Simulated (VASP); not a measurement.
The system is BaS.

```
Ba S
1.0
     0.00000    3.43917    3.65403
     3.43917    0.00000    3.65403
     3.43917    3.43917    0.00000
Ba S
1 1
Direct
  0.00000 0.00000 0.00000
  0.25000 0.25000 0.25000
```

This cell differs from its parent crystal: epitaxial xy strain -2.3%.

Base run:

* Program: VASP 6.6.1
* Functional: r2SCAN
* Potentials or basis: VASP PAW PBE potentials, release 64 (Ba_sv, S)
* Cutoff: 550 eV
* k mesh: 6 × 6 × 6
* Occupations: gaussian, width 0.01 eV
* Spin: no spin polarisation

Its results: band gap on the k mesh 3.06 eV (least direct gap 3.58 eV); pressure 0.6 GPa.

**Question.** The run is repeated on the same cell with these changes: functional from r2SCAN to PBE; cutoff from 550 eV to 500 eV; occupations from gaussian, width 0.01 eV to fermi-dirac, width 0.02 eV. What comes out?

**Answer.** Band gap on the k mesh 2.74 eV (least direct gap 3.32 eV); pressure 0.6 GPa.

Caveats: the structure was generated, so it needn't be the stable form of BaS; spin-orbit coupling is left out, which moves the levels of the heavy elements; the PAW data sets were made with another functional, which shifts forces and pressure a little (at least some runs).

A k mesh can miss the band edges.
